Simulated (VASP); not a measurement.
A run of VASP 6.6.1:

File INCAR:

```
ALGO = Normal
DIPOL = 0.5 0.5 0.500
EDIFF = 1E-6
ENCUT = 650
GGA = CA
GGA_COMPAT = F
IDIPOL = 3
ISIF = 2
ISMEAR = -1
LASPH = T
LCHARG = F
LDIPOL = T
LREAL = F
LWAVE = F
NBANDS = 18
NELM = 120
NELMDL = -8
PREC = Accurate
SIGMA = 0.15
```

File KPOINTS:

```
k-points
0
Gamma
  5 5 1
```

The input POSCAR:

```
LiF
1.0
    2.5595330000      0.0000000000      0.0000000000
    0.0000000000      2.5595330000      0.0000000000
    0.0000000000      0.0000000000     22.8392995000
Li F
2 2
Direct
    0.0000000000      0.0000000000      0.4159497098
    0.0000000000      0.0000000000      0.5280167634
    0.5000000000      0.5000000000      0.4719832366
    0.5000000000      0.5000000000      0.5840502902
```

Potentials or basis: VASP PAW LDA potentials, release 64 (Li_sv, F).

Run with:

```sh
$ cat potpaw_LDA.64/Li_sv/POTCAR potpaw_LDA.64/F/POTCAR > POTCAR
$ mpirun -np 1 vasp_std > vasp.out
```

Hardware: 1 thread of AMD EPYC 7R43 64-Core Processor (Zen 3), with other jobs on the host.

Question: How long does it take, and how much memory?

Answer: Wall time 59 s on 1 thread of AMD EPYC 7R43 64-Core Processor (Zen 3) (shared host), peak memory 0.21 GiB. Counts: scf iterations 27, k points 6.
